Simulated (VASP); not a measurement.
Crystal: SiF.

```
CELL_PARAMETERS angstrom
3.02860 0.00000 0.00000
0.00000 3.02860 0.00000
0.00000 0.00000 3.02860
ATOMIC_POSITIONS crystal
Si 0.50000 0.50000 0.50000
F 0.00000 0.00000 0.00000
```

* Program: VASP 6.6.1
* Task: relaxation of cell and atoms
* Functional: HF
* Potentials or basis: VASP PAW PBE potentials, release 64 (Si, F)
* Cutoff: 600 eV
* k mesh: 5 × 5 × 5
* Occupations: fermi-dirac, width 0.05 eV
* Spin: no spin polarisation

At the start: pressure 6.7 GPa; volume 13.89 Å³/atom.

Question: Where does the relaxation end?

Answer: Over 3 steps the energy falls by 24.2 meV/atom and the volume is 15.19 Å³/atom (+9.4 %); space group Pm-3m (No. 221, to 0.1 Å) before and after.

The path:
| step | energy change (eV) | largest force (eV/Å) | pressure (GPa) | volume (Å³) |
| --- | --- | --- | --- | --- |
| 1 | 0.0000 | 0.0000 | 6.70 | 27.78 |
| 2 | -0.0484 | 0.0000 | 0.36 | 30.18 |
| 3 | -0.0484 | 0.0000 | 0.02 | 30.38 |

Final structure:
```yaml
crystal:
  lattice:
    - [3.12021, 0.00000, 0.00000]
    - [0.00000, 3.12021, 0.00000]
    - [0.00000, 0.00000, 3.12021]
  atoms:
    - { symbol: Si, position: [0.50000, 0.50000, 0.50000] }
    - { symbol: F, position: [0.00000, 0.00000, 0.00000] }
```

Caveat: the k points lie up to 0.40 Å⁻¹ apart in the final cell, too coarse for converged energies and pressures of a metal; the PAW data sets were made with another functional, which shifts forces and pressure a little; an odd number of electrons without spin polarisation forces a metal; a magnetic or distorted state may lie lower.
